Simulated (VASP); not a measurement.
# I (C2/m) in VASP: further runs, part 2 of 2

VASP 6.6.1. Earlier steps stand in the parts before.

**3. Single point, PBEsol**

INCAR reads:

```
SYSTEM = I
PREC = Accurate ; ENCUT = 520
EDIFF = 1E-6 ; ISMEAR = 0
SIGMA = 0.1 ; LREAL = .False.
LASPH = .True. ; NELM = 100
ALGO = Normal ; ISIF = 2
LWAVE = .False. ; LCHARG = .False.
GGA = PS ; NBANDS = 10
```

KPOINTS reads:

```
regular mesh
0
Gamma
  5 5 8
  0 0 0
```

POSCAR reads:

```
I
1.0
    4.4924680000      0.0000000000      0.0000000000
   -1.6240217160      4.1886539839      0.0000000000
   -0.9158310599     -1.3373439967      2.3810972695
I
1
Direct
    0.5000000000      0.5000000000      0.5000000000
```

Potentials or basis: VASP PAW PBE potentials, release 64 (I).

Launch:

```console
$ cat potpaw_PBE.64/I/POTCAR > POTCAR
$ mpirun -np 1 vasp_std > vasp.out
```

OUTCAR:

```text
SYSTEM = I
   PREC = Accurate
   ENCUT = 520
   EDIFF = 1E-6
   ISMEAR = 0
   LREAL = .False.
   LASPH = .True.
   NELM = 100
   ISIF = 2
   GGA = PS

 ion  position               nearest neighbor table
   1  0.500  0.500  0.500-

  LATTYP: Found a base centered monoclinic cell.
 ALAT       =     5.0766924548
 B/A-ratio  =     1.4602518469
 C/A-ratio  =     0.5673826070
 COS(beta)  =    -0.5627203594

  Lattice vectors:

 A1 = (   4.4924680000,   0.0000000000,   0.0000000000)
 A2 = (  -1.6240217160,   4.1886539839,   0.0000000000)
 A3 = (  -0.9158310599,  -1.3373439967,   2.3810972695)

Analysis of symmetry for initial positions (statically):
=====================================================================
 Subroutine PRICEL returns:
 Original cell was already a primitive cell.

 Routine SETGRP: Setting up the symmetry group for a
 base centered monoclinic supercell.

 Subroutine GETGRP returns: Found  4 space group operations
 (whereof  4 operations were pure point group operations)
 out of a pool of  4 trial point group operations.

The static configuration has the point symmetry C_2h.

Analysis of symmetry for dynamics (positions and initial velocities):
=====================================================================
 Subroutine PRICEL returns:
 Original cell was already a primitive cell.

 Routine SETGRP: Setting up the symmetry group for a
 base centered monoclinic supercell.

 Subroutine GETGRP returns: Found  4 space group operations
 (whereof  4 operations were pure point group operations)
 out of a pool of  4 trial point group operations.

The dynamic configuration has the point symmetry C_2h.

 Subroutine INISYM returns: Found  4 space group operations
 (whereof  4 operations are pure point group operations),
[... 108 lines left out ...]
   EFERMI =   0.00;   METHOD = LEGACY
   ISMEAR =     0;   SIGMA  =   0.10  broadening in eV -4-tet -1-fermi 0-gaus
   EFERMI_NEDOS =   21; number of points for ismear=-14 and -15
   IALGO  =     38    algorithm
   IMIX   =      4    mixing-type and parameters
     AMIX     =   0.40;   BMIX     =  1.00
     AMIX_MAG =   1.60;   BMIX_MAG =  1.00
  volume/ion in A,a.u.               =      44.81       302.37
  Fermi-wavevector in a.u.,A,eV,Ry     =   0.881716  1.666201 10.577479  0.777423
  Thomas-Fermi vector in A             =   2.002250
   LORBIT       =      0    0 simple, 1 ext, 2 COOP (PROOUT), +10 PAW based schemes
   GGA     = PS    functional components
   LHFCALC =     F    Hartree Fock is set to
   AEXX    =    0.0000 exact exchange contribution
   IVDW    =     0    specifies the selected vdW correction
   LEPSILON=     F    determine dielectric tensor
   LRPA    =     F    only Hartree local field effects (RPA)
 non-spin polarized calculation
 Gauss-broadening in eV      SIGMA  =   0.10
  energy-cutoff  :      520.00
  volume of cell :       44.81
 maximum number of plane-waves:      1223
 NGX is ok and might be reduce to    36
   NGX = 17   NGY = 17   NGZ = 11

 number of electron       7.0000000 magnetization

 Free energy of the ion-electron system (eV)
  ---------------------------------------------------
  ext. energy  EPLUGINS =         0.00000000
  ---------------------------------------------------
  free energy    TOTEN  =        -1.70135996 eV

  energy without entropy =       -1.69468928  energy(sigma->0) =       -1.69802462

 E-fermi :   1.8619     XC(G=0):  -7.9436

 val. band max:        1.8591079500   @ k =  -0.4000   0.4000   0.5000
 cond. band min:       1.8700737279   @ k =   0.4000   0.2000   0.3750
 fundamental gap:      0.0109657780
 Fermi energy:         1.8619128972

 k-point     1 :       0.0000    0.0000    0.0000
  band No.  band energies     occupation
      1     -11.4918      2.00000
      2       0.5216      2.00000
      3       0.5297      2.00000
      4       6.1197      0.00000
      5       6.2306      0.00000
      6       9.8021      0.00000
      7      10.1190      0.00000
      8      12.5694      0.00000
      9      12.8222      0.00000
     10      17.8169      0.00000
[... 287 lines left out ...]
 k-point    24 :      -0.2000   -0.2000    0.1250
  band No.  band energies     occupation
      1     -11.1034      2.00000
      2      -0.3657      2.00000
      3       0.4653      2.00000
      4       4.0508      0.00000
      5       8.0939      0.00000
      6       8.9816      0.00000
      7      11.7160      0.00000
      8      14.5864      0.00000
      9      14.8639      0.00000
     10      15.4564      0.00000

 [... further k-points ...]
[... 5 lines left out ...]
  --------------------------------------------------------------------------------------
  -------------------------------------------------------------------------------------
  Total       -0.1023095     -0.1278968      0.2363393     -0.0329972     -0.4466751     -0.3058891
  in kB       -3.6583887     -4.5733411      8.4510355     -1.1799162    -15.9722361    -10.9380011
  external PRESSURE =       0.0731019 kB  Pullay stress =       0.0000000 kB

 VOLUME and BASIS-vectors are now :
 -----------------------------------------------------------------------------
  energy-cutoff  :      520.00
  volume of cell :       44.81
      direct lattice vectors                 reciprocal lattice vectors
     4.492468000  0.000000000  0.000000000     0.222594796  0.086304284  0.134088493
    -1.624021716  4.188653984  0.000000000     0.000000000  0.238740179  0.134088493
    -0.915831060 -1.337343997  2.381097270     0.000000000  0.000000000  0.419974443

 POSITION                                       TOTAL-FORCE (eV/Angst)
 -----------------------------------------------------------------------------------
      0.97631      1.42565      1.19055        -0.000000      0.000000      0.000000
 -----------------------------------------------------------------------------------
    total drift:                               -0.000000      0.000000      0.000000

  FREE ENERGIE OF THE ION-ELECTRON SYSTEM (eV)
  ---------------------------------------------------
  free  energy   TOTEN  =        -1.7013599572 eV

  energy  without entropy=       -1.6946892772  energy(sigma->0) =       -1.69802462
```

stdout:

```text
POSCAR found type information on POSCAR I
 POSCAR found :  1 types and       1 ions
 scaLAPACK will be used
 -----------------------------------------------------------------------------
|                                                                             |
|                                                                             |
|     You enforced a specific xc type in the INCAR file but a different       |
|     I HOPE YOU KNOW WHAT YOU ARE DOING!                                     |
|                                                                             |
 -----------------------------------------------------------------------------

 LDA part: xc-table for (Slater+PW92), standard interpolation
 POSCAR, INCAR and KPOINTS ok, starting setup
 FFT: planning ... GRIDC
 FFT: planning ... GRID_SOFT
 FFT: planning ... GRID
 WAVECAR not read
 entering main loop
```

It took 8.6 s on 1 thread of Intel Xeon 6975P-C (Granite Rapids), shared host; peak memory 0.18 GiB.

What came out:

- Free energy: -1.7014 eV
- Pressure: 0.0 GPa

Caveat: the PAW data sets were made with another functional, which shifts forces and pressure a little; spin-orbit coupling is left out, which moves the levels of the heavy elements; an odd number of electrons without spin polarisation forces a metal; a magnetic or distorted state may lie lower.
